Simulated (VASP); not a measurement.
A run of VASP 6.6.1 is set up as follows.

File INCAR:

```
SYSTEM = SiNi
PREC     = Accurate       ! precision mode
ENCUT    = 520            ! plane-wave cutoff, eV
EDIFF    = 1E-6           ! SCF threshold, eV
ISMEAR   = -1             ! smearing method
SIGMA    = 0.1            ! smearing width, eV
LREAL    = .False.        ! projectors in reciprocal space
LASPH    = .True.         ! aspherical terms in the spheres
NELM     = 100            ! most SCF steps
ALGO     = Normal         ! electronic algorithm
ISIF     = 2              ! what is computed and relaxed
LWAVE    = .False.        ! write WAVECAR
LCHARG   = .False.        ! write CHGCAR
GGA      = PE             ! functional
NBANDS   = 14             ! bands
```

KPOINTS

```
Automatic mesh
0
Gamma
  14 14 14
  0 0 0
```

POSCAR

```
SiNi
1.0
    2.8377052097      0.0000000000      0.0000000000
    0.0000000000      2.8377052097      0.0000000000
    0.0000000000      0.0000000000      2.8377052097
Ni Si
1 1
Direct
    0.0000000000      0.0000000000      0.0000000000
    0.5000000000      0.5000000000      0.5000000000
```

Potentials or basis: VASP PAW PBE potentials, release 64 (Ni, Si).

The run is started by

```console
$ cat potpaw_PBE.64/Ni/POTCAR potpaw_PBE.64/Si/POTCAR > POTCAR
$ mpirun -np 1 vasp_std > vasp.out
```

Q: Predict the pressure.

A: 0.2 GPa.

Q: What does it give for the band gap on the k mesh?

A: Zero (band 7 reaches 14.37 eV, above the bottom of band 8 at 11.17 eV).

Spin polarisation is off, so any magnetic state and its effect on volume and gap are missing.
